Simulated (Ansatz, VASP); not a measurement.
# Two plane-wave programs on Sn

```
CELL_PARAMETERS angstrom
6.15114 0.00000 0.00000
-3.07557 5.32704 0.00000
0.00000 0.00000 3.77092
ATOMIC_POSITIONS crystal
Sn 0.00000 0.00000 0.00000
Sn 0.33333 0.66667 0.50000
Sn 0.66667 0.33333 0.50000
```

Alike in both runs: task relaxation of cell and atoms; functional PBE; k mesh 3 × 3 × 4; occupations gaussian, width 0.1 eV; no spin polarisation.

|  | VASP | Ansatz |
| --- | --- | --- |
| version | VASP 6.6.1 | Ansatz 0.2.0 |
| potentials or method | VASP PAW PBE potentials, release 64 (Sn_d), cutoff 500 eV | scalar-relativistic, plane waves, PAW |
| valence electrons in the cell | 42 | 42 |

Ansatz gave:

| Property | Result |
| --- | --- |
| gap on the k mesh at the Fermi level, each at its own relaxed structure (eV) | none |
| relaxed volume (Å³/atom) | 28.79 |
| relaxed cell length with the largest relative difference (Å) | 3.158 |

**Question.** What did VASP give for the same quantities?

**Answer.** gap on the k mesh at the Fermi level, each at its own relaxed structure (eV): none; relaxed volume (Å³/atom): 28.71; relaxed cell length with the largest relative difference (Å): 2.922.

A gap of «none» marks a metal or a gap that the smearing closes. One of these differences is far larger than is usual between the two programs; its cause wasn't traced.

The k mesh is coarse, so the values compare programs but aren't converged. Noted on VASP's run: the volume moved by over 15 % at a fixed basis, so the end points are rough.
